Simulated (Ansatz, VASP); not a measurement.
# Fe: VASP beside Ansatz

```xyz
1
Lattice="-1.4385 1.4385 1.3349 1.4385 -1.4385 1.3349 1.4385 1.4385 -1.3349" Properties=species:S:1:pos:R:3 pbc="T T T"
Fe    0.0000    0.0000    0.0000
```

Alike in both runs: task single point; functional PBE; k mesh 12 × 12 × 12; occupations gaussian, width 0.15 eV; collinear spin.

|  | VASP | Ansatz |
| --- | --- | --- |
| version | VASP 6.6.1 | Ansatz 0.2.0 |
| potentials or method | VASP PAW PBE potentials, release 64 (Fe), cutoff 520 eV | scalar-relativistic, plane waves, PAW |
| valence electrons in the cell | 8 | 16 |

|  | VASP | Ansatz | Ansatz less VASP |
| --- | --- | --- | --- |
| gap on the k mesh at the Fermi level (eV) | none | none | - |
| pressure (GPa) | 5.8 | 6.0 | +0.26 |
| traceless stress, the component that is largest in VASP (GPa) | 8.01 | 8.16 | +0.148 |
| net moment per atom (μB) | 2.15 | 2.13 | -0.022 |
| size of the moment on the site where the two differ most (μB) | 2.14 | 2.16 | +0.025 |

Site moments also hang on the region over which each program counts them. A gap of «none» marks a metal or a gap that the smearing closes. VASP's potentials hold 8 valence electrons a cell and Ansatz's 16, so a difference there can come from the potentials and not from the codes.
